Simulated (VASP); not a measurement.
Runs of VASP 6.6.1 on TiCo. The structure is that of space group Pm-3m (No. 221), or close to it. The cells are those of the table. 

```csv
level,potentials or basis,cell,k mesh,cutoff (eV),k mesh for the DOS,occupations for the DOS,gap on the mesh (eV),pressure (GPa),moment (μB)
revPBE,"VASP PAW PBE potentials, release 64 (Co_sv, Ti_sv)","a = 2.986 Å, 2 atoms",5 × 5 × 5,510,8 × 8 × 8,tetrahedron,-,-,0.90
PBE+D3(BJ),"VASP PAW PBE potentials, release 64 (Co, Ti_sv)","a = 2.942 Å, 2 atoms",9 × 9 × 9,520,-,-,none,-0.8,(a)
r2SCAN,"VASP PAW PBE potentials, release 64 (Co_sv, Ti_sv)","a = 2.986 Å, 2 atoms",5 × 5 × 5,760,-,-,none,(b),(c)
revPBE,"VASP PAW PBE potentials, release 64 (Co, Ti_sv)","a = 2.986 Å, 2 atoms",9 × 9 × 9,520,-,-,none,2.3,0.82
revPBE+D3(BJ),"VASP PAW PBE potentials, release 64 (Co_sv, Ti_sv)","a = 2.986 Å, 2 atoms",9 × 9 × 9,690,-,-,none,-10.7,0.84
```

Alike in all rows: task single point; spin collinear, ferromagnetic start; smearing fermi-dirac 0.05 eV.

Task: Fill in the values left out.

Result: (a) 0.70; (b) 0.7; (c) 0.94.

Caveats: some runs use coarse meshes; the PAW data sets were made with another functional, which shifts forces and pressure a little (at least some runs); the cell stands under tension (at least some runs); the dispersion term is far too large for a dense solid, which distorts pressure and volume (at least some runs).

A gap of «none» marks levels without a gap at the run's occupations.

The runs don't all hold the same shells in valence.
